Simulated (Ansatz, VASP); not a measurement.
# Two plane-wave programs on Zr2AlN3

File INCAR:

```
SYSTEM = Zr2AlN3
PREC = Accurate ; ENCUT = 520
EDIFF = 1E-6 ; ISMEAR = 0
SIGMA = 0.1 ; LREAL = .FALSE.
LASPH = .TRUE. ; NELM = 100
ALGO = Normal ; ISIF = 2
LWAVE = .FALSE. ; LCHARG = .FALSE.
GGA = PE ; NBANDS = 54
```

File KPOINTS:

```
Automatic mesh
0
G
  6 6 1
  0 0 0
```

POSCAR

```
Zr2AlN3
1.0
    3.3805428000      0.0000000000      0.0000000000
   -1.6902714000      2.9276359500      0.0000000000
    0.0000000000      0.0000000000     16.2272569500
Zr Al N
4 2 6
Direct
    0.3333333300      0.6666666700      0.0000000000
    0.3333333300      0.6666666700      0.3333333300
    0.6666666700      0.3333333300      0.5000000000
    0.6666666700      0.3333333300      0.8333333300
    0.3333333300      0.6666666700      0.6666666700
    0.6666666700      0.3333333300      0.1666666700
    0.3333333300      0.6666666700      0.1266666700
    0.3333333300      0.6666666700      0.4600000000
    0.3333333300      0.6666666700      0.7933333300
    0.6666666700      0.3333333300      0.2933333300
    0.6666666700      0.3333333300      0.6266666700
    0.6666666700      0.3333333300      0.9600000000
```

Input for Ansatz:

```yaml
crystal:
  lattice:
    - [3.3805428, 0.0, 0.0]
    - [-1.6902714, 2.92763595, 0.0]
    - [0.0, 0.0, 16.22725695]
  atoms:
    - { symbol: Zr, position: [0.33333333, 0.66666667, 0.0] }
    - { symbol: Zr, position: [0.33333333, 0.66666667, 0.33333333] }
    - { symbol: Zr, position: [0.66666667, 0.33333333, 0.5] }
    - { symbol: Zr, position: [0.66666667, 0.33333333, 0.83333333] }
    - { symbol: Al, position: [0.33333333, 0.66666667, 0.66666667] }
    - { symbol: Al, position: [0.66666667, 0.33333333, 0.16666667] }
    - { symbol: "N", position: [0.33333333, 0.66666667, 0.12666667] }
    - { symbol: "N", position: [0.33333333, 0.66666667, 0.46] }
    - { symbol: "N", position: [0.33333333, 0.66666667, 0.79333333] }
    - { symbol: "N", position: [0.66666667, 0.33333333, 0.29333333] }
    - { symbol: "N", position: [0.66666667, 0.33333333, 0.62666667] }
    - { symbol: "N", position: [0.66666667, 0.33333333, 0.96] }
basis:
  ecutwfc: 420
kpoints:
  mp_grid: { grid: [6, 6, 1] }
hamiltonian:
  xc: pbe
scf:
  occupations: { method: gaussian, width: 0.1 }
  lower_state_search: "off"
output:
  forces: true
  stress: true
  eigenvalues: true
```

Alike in both runs: task single point; functional PBE; k mesh 6 × 6 × 1; occupations gaussian, width 0.1 eV; no spin polarisation.

|  | VASP | Ansatz |
| --- | --- | --- |
| version | VASP 6.6.1 | Ansatz 0.2.0 |
| potentials or method | VASP PAW PBE potentials, release 64 (Zr_sv, Al, N), cutoff 520 eV | scalar-relativistic, plane waves, PAW |
| valence electrons in the cell | 84 | 84 |

Ansatz gave:

| Quantity | Value |
| --- | --- |
| gap on the k mesh at the Fermi level (eV) | none |
| pressure (GPa) | 12.3 |
| traceless stress, the component that is largest in VASP (GPa) | 1.14 |
| rms of the force components (eV/Å) | 1.112 |

Question: Which values does VASP return?

Answer: gap on the k mesh at the Fermi level (eV): none; pressure (GPa): 12.5; traceless stress, the component that is largest in VASP (GPa): 1.12; rms of the force components (eV/Å): 1.120.

Atom by atom the forces differ by 0.008 eV/Å (rms over components). A gap of «none» marks a metal or a gap that the smearing closes. With one functional, cell and mesh, what is left measures potentials, basis and numerics.

The k mesh is coarse, so the values compare programs but aren't converged.
